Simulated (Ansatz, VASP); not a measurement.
## In: VASP beside Ansatz

```xyz
5
Lattice="3.1900 -3.2224 0.0000 3.1900 3.2224 0.0000 0.0000 0.0000 7.3281" Properties=species:S:1:pos:R:3 pbc="T T T"
In    1.5950   -1.6112    2.1565
In    1.5950    1.6112    5.1716
In    1.5950    1.6112    2.1565
In    1.5950   -1.6112    5.1716
In    0.0000    0.0000    0.0000
```

Alike in both runs: functional PBE; k mesh 4 × 4 × 4; occupations gaussian, width 0.1 eV; no spin polarisation.

Ansatz relaxed the structure, and its values are those at the end. VASP's run is a single point on that final structure, the one shown.

```csv
,VASP,Ansatz
version,VASP 6.6.1,Ansatz 0.2.0
potentials or method,"VASP PAW PBE potentials, release 64 (In_d), cutoff 520 eV","scalar-relativistic, plane waves, PAW"
valence electrons in the cell,65,65
```

```tsv
	VASP	Ansatz	Ansatz less VASP
gap on the k mesh at the Fermi level (eV)	none	none	-
pressure (GPa)	0.1	0.1	+0.03
```

A gap of «none» marks a metal or a gap that the smearing closes.
